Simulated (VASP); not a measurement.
Set up this calculation in VASP 6.6.1, as the native input.

```yaml
Task: single point
Functional: PBE
Dispersion: D3(BJ)
Potentials_or_basis: VASP PAW PBE potentials, release 64 (F)
Cutoff: 520 eV
k_mesh: 20 × 20 × 16
Occupations: gaussian, width 0.1 eV
Spin: no spin polarisation
Dipole_correction: no
Further_INCAR_settings: ALGO = Fast; EDIFF = 1e-07; NBANDS = 14
```

The structure of F lies in POSCAR:

```
F
1.0
    1.6263104759     -3.2183946626      0.0000000000
    1.6263104759      3.2183946626      0.0000000000
    0.0000000000      0.0000000000      3.3235244691
F
2
Direct
    0.2500000000      0.7500000000      0.4274241929
    0.7500000000      0.2500000000      0.5725758071
```

One way to write it, as run:

INCAR

```
PREC = Accurate
ENCUT = 520
EDIFF = 1E-7
ISMEAR = 0
SIGMA = 0.1
LREAL = F
LASPH = T
NELM = 100
ALGO = Fast
ISIF = 2
LWAVE = F
LCHARG = F
GGA = PE
IVDW = 12
NBANDS = 14
```

KPOINTS

```
Automatic mesh
0
Gamma
  20 20 16
```

Potentials or basis: VASP PAW PBE potentials, release 64 (F).

The run is started by

```console
$ cat potpaw_PBE.64/F/POTCAR > POTCAR
$ mpirun -np 1 vasp_std > vasp.out
```

It gave:

- Pressure: -0.4 GPa
- Largest force: 0.011 eV/Å
- Band gap on the k mesh: zero (bands 7 and 8 overlap by 0.01 eV)
- Dispersion energy per atom: -0.026 eV

Run time: 17 min on 1 thread of Oxide Virtual Turin-like Processor, with other jobs on the host, peak memory 0.41 GiB.
